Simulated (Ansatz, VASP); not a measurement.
**H2CO3: VASP beside Ansatz**

```
H C O
1.0
     2.86743   -3.11862    0.00000
     2.86743    3.11862    0.00000
     0.00000    0.00000    6.56382
H C O
4 2 6
Direct
  0.32159 0.67841 0.53892
  0.32159 0.67841 0.96108
  0.67841 0.32159 0.03892
  0.67841 0.32159 0.46108
  0.34392 0.65608 0.25000
  0.65608 0.34392 0.75000
  0.54396 0.45604 0.25000
  0.45604 0.54396 0.75000
  0.22814 0.77186 0.41475
  0.22814 0.77186 0.08525
  0.77186 0.22814 0.91475
  0.77186 0.22814 0.58525
```

Alike in both runs: functional r2SCAN; dispersion D3(BJ); k mesh 6 × 6 × 4; occupations gaussian, width 0.02 eV; no spin polarisation.

Ansatz relaxed the structure, and its values are those at the end. VASP's run is a single point on that final structure, the one shown.

```csv
,VASP,Ansatz
version,VASP 6.6.1,Ansatz 0.2.0
potentials or method,"VASP PAW PBE potentials, release 64 (H, C, O), cutoff 520 eV","scalar-relativistic, plane waves, PAW"
valence electrons in the cell,48,48
```

Ansatz gave:

* gap on the k mesh at the Fermi level (eV): 6.63
* least direct gap on the mesh (eV): 6.87
* pressure (GPa): 0.0
* rms of the force components (eV/Å): 0.000

Problem. Estimate VASP's values.

Solution. gap on the k mesh at the Fermi level (eV): 6.59; least direct gap on the mesh (eV): 6.83; pressure (GPa): 1.0; rms of the force components (eV/Å): 0.154.

VASP's potentials were made for PBE, not for r2SCAN. Ansatz's warnings: dispersion damping borrowed.

Noted on VASP's run: the standard files for N, O and F lose accuracy on very short bonds.
